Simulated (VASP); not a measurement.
Set up this calculation in VASP 6.6.1, as the native input.

* Task: single point
* Functional: LDA
* Potentials or basis: VASP PAW LDA potentials, release 64 (Sc_sv)
* Cutoff: 520 eV
* k mesh: 6 × 6 × 4
* Occupations: gaussian, width 0.1 eV
* Spin: no spin polarisation
* Dipole correction: no
* Further INCAR settings: ALGO = Normal; EDIFF = 1e-06; NBANDS = 18

The structure of Sc lies in POSCAR:

```
Sc
1.0
    3.2912249500      0.0000000000      0.0000000000
   -1.6456124800      2.8502844200      0.0000000000
    0.0000000000      0.0000000000      5.3325723900
Sc
2
Direct
    0.3333333300      0.6666666700      0.2500000000
    0.6666666700      0.3333333300      0.7500000000
```

The input as run:

INCAR

```
PREC = Accurate
ENCUT = 520
EDIFF = 1E-6
ISMEAR = 0
SIGMA = 0.1
LREAL = F
LASPH = T
NELM = 60
ALGO = Normal
ISIF = 2
LWAVE = F
LCHARG = T
LELF = T
LVHAR = T
NBANDS = 18
```

KPOINTS

```
regular mesh
0
Gamma
  6 6 4
```

Potentials or basis: VASP PAW LDA potentials, release 64 (Sc_sv).

The run is started by

```bash
$ cat potpaw_LDA.64/Sc_sv/POTCAR > POTCAR
$ mpirun -np 1 vasp_std > vasp.out
```

Results of the run:

```yaml
Pressure: -5.3 GPa
Band_gap_on_the_k_mesh: zero (bands 11 and 12 overlap by 1.24 eV)
```

Caveat: the k points lie up to 0.37 Å⁻¹ apart, too coarse for converged energies and pressures of a metal.

Run time: 40 s on 1 thread of AMD EPYC 7R43 64-Core Processor (Zen 3), on a shared host, peak memory 0.11 GiB.
